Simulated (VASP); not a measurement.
AlGa3N4, 8 atoms in the cell. The structure is tetragonal, space group P-42m (No. 111). Conventional cell: a = 4.398 Å, b = 4.398 Å, c = 4.535 Å, α = 90.00°, β = 90.00°, γ = 90.00°. Al (site symmetry -42m) has 4 N at 1.88 Å within 2.5 Å. Within 2.6 Å of Ga (site symmetry -42m) lie 4 N at 1.94 Å. Within 2.6 Å of Ga (site symmetry 222) lie 4 N at 1.94 Å. N (site symmetry m) has 1 Al at 1.88 Å and 3 Ga at 1.94 Å within 2.5 Å.  This cell differs from its parent crystal: biaxial strain in the a-b plane: -1.5 %, then relaxed in part.

| Quantity | Value |
| --- | --- |
| Program | VASP 6.6.1 |
| Task | single point |
| Functional | r2SCAN |
| Potentials or basis | VASP PAW PBE potentials, release 64 (Al, Ga_d, N) |
| Cutoff | 520 eV |
| k mesh | 6 × 6 × 6 |
| Occupations | gaussian, width 0.02 eV |
| Spin | no spin polarisation |
| Dipole correction | no |
| Further INCAR settings | ALGO = Normal; EDIFF = 1e-06; NBANDS = 41 |

Potentials or basis: VASP PAW PBE potentials, release 64 (Al, Ga_d, N).

Launch:

```sh
$ cat potpaw_PBE.64/Al/POTCAR potpaw_PBE.64/Ga_d/POTCAR potpaw_PBE.64/N/POTCAR > POTCAR
$ cp INCAR.step1 INCAR
$ mpirun -np 1 vasp_std > vasp.out
$ cp INCAR.step2 INCAR
$ mpirun -np 1 vasp_std > vasp.out
```

Hardware: 1 thread of Intel(R) Xeon(R) 6975P-C (Granite Rapids), with other jobs on the host.

Task: Estimate the wall time of this run.

Result: Run time: 4 min on 1 thread of Intel(R) Xeon(R) 6975P-C (Granite Rapids), on a shared host, peak memory 0.29 GiB. Counts: k points 40.
